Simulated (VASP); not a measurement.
Write the native input for VASP 6.6.1 that does the following.

```
Task                   : single point
Functional             : LDA
Potentials or basis    : VASP PAW LDA potentials, release 64 (Cs_sv, Cd, Cl)
Cutoff                 : 520 eV
k mesh                 : 6 × 6 × 6
Occupations            : gaussian, width 0.05 eV
Spin                   : no spin polarisation
Dipole correction      : no
Further INCAR settings : ALGO = Normal; EDIFF = 1e-06; NBANDS = 29
```

The structure of CsCdCl3 lies in POSCAR:

```
CsCdCl3
1.0
    5.1220000000      0.0000000000      0.0000000000
    0.0000000000      5.1220000000      0.0000000000
    0.0000000000      0.0000000000      5.2000000000
Cs Cd Cl
1 1 3
Direct
    0.0000000000      0.0000000000      0.0000000000
    0.5000000000      0.5000000000      0.5000000000
    0.0000000000      0.5000000000      0.5000000000
    0.5000000000      0.0000000000      0.5000000000
    0.5000000000      0.5000000000      0.0000000000
```

This cell differs from its parent crystal: strain -0.015 along x and y, +0.000 along z.

One way to write it, as run:

INCAR

```
ALGO     = Normal         # electronic algorithm
EDIFF    = 1E-6           # SCF threshold, eV
ENCUT    = 520            # plane-wave cutoff, eV
ISIF     = 2              # what is computed and relaxed
ISMEAR   = 0              # smearing method
LASPH    = True           # aspherical terms in the spheres
LCHARG   = False          # write CHGCAR
LREAL    = False          # projectors in reciprocal space
LWAVE    = False          # write WAVECAR
NBANDS   = 29             # bands
NELM     = 80             # most SCF steps
PREC     = Accurate       # precision mode
SIGMA    = 0.05           # smearing width, eV
```

KPOINTS

```
k-points
0
Gamma
  6 6 6
```

Potentials or basis: VASP PAW LDA potentials, release 64 (Cs_sv, Cd, Cl).

Command:

```console
$ cat potpaw_LDA.64/Cs_sv/POTCAR potpaw_LDA.64/Cd/POTCAR potpaw_LDA.64/Cl/POTCAR > POTCAR
$ mpirun -np 1 vasp_std > vasp.out
```

It gave:

The pressure is -0.6 GPa and the band gap on the k mesh is 1.55 eV (least direct gap 2.25 eV).

Caveat: the cell differs from its parent crystal (strain -0.015 along x and y, +0.000 along z); spin-orbit coupling is left out, which moves the levels of the heavy elements.

It took 95 s on 1 thread of Intel(R) Xeon(R) Platinum 8488C (Sapphire Rapids), with other jobs on the host, peak memory 0.29 GiB.
